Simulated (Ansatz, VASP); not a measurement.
Two plane-wave programs on TaN

Contents of INCAR:

```
SYSTEM = TaN
  PREC = Accurate
  ENCUT = 600
  EDIFF = 1E-6
  ISMEAR = -1
  SIGMA = 0.08
  LREAL = .FALSE.
  LASPH = .TRUE.
  NELM = 100
  ALGO = Normal
  ISIF = 3
  LWAVE = .FALSE.
  LCHARG = .FALSE.
  GGA = PE
  IBRION = 2
  NSW = 60
  EDIFFG = -0.005
```

File KPOINTS:

```
Automatic mesh
0
G
  15 15 15
  0 0 0
```

File POSCAR:

```
TaN
1.0
    0.0000000000      2.1544346900      2.1544346900
    2.1544346900      0.0000000000      2.1544346900
    2.1544346900      2.1544346900      0.0000000000
Ta N
1 1
Direct
    0.0000000000      0.0000000000      0.0000000000
    0.5000000000      0.5000000000      0.5000000000
```

Input for Ansatz:

```yaml
crystal:
  lattice:
    - [0.0, 2.15443469, 2.15443469]
    - [2.15443469, 0.0, 2.15443469]
    - [2.15443469, 2.15443469, 0.0]
  atoms:
    - { symbol: Ta, position: [0.0, 0.0, 0.0] }
    - { symbol: "N", position: [0.5, 0.5, 0.5] }
kpoints:
  mp_grid: { grid: [15, 15, 15] }
scf:
  occupations: { method: fermi_dirac, width: 0.08 }
hamiltonian:
  xc: pbe
  pseudopotentials: { kind: paw }
output:
  forces: true
  stress: true
relax:
  f_tol: 0.005
  max_steps: 40
  cell: {}
```

Alike in both runs: task relaxation of cell and atoms; functional PBE; k mesh 15 × 15 × 15; occupations fermi-dirac, width 0.08 eV; no spin polarisation.

|  | VASP | Ansatz |
| --- | --- | --- |
| version | VASP 6.6.1 | Ansatz 0.2.0 |
| potentials or method | VASP PAW PBE potentials, release 64 (Ta_pv, N) | PAW with Ansatz's default frozen-core files, scalar-relativistic |
| plane-wave cutoff (eV) | 600 | 420 |
| valence electrons in the cell | 16 | 18 |

Ansatz gave:

| Item | Value |
| --- | --- |
| relaxed volume (Å³/atom) | 10.77 |
| relaxed length of the cell vector where the two differ most in proportion (Å) | 3.123 |

What did VASP give for the same quantities?

Relaxed volume (Å³/atom): 10.80; relaxed length of the cell vector where the two differ most in proportion (Å): 3.126.

VASP's potentials hold 16 valence electrons a cell and Ansatz's 18, so a difference there can come from the potentials and not from the codes.

Spin-orbit coupling is off throughout.
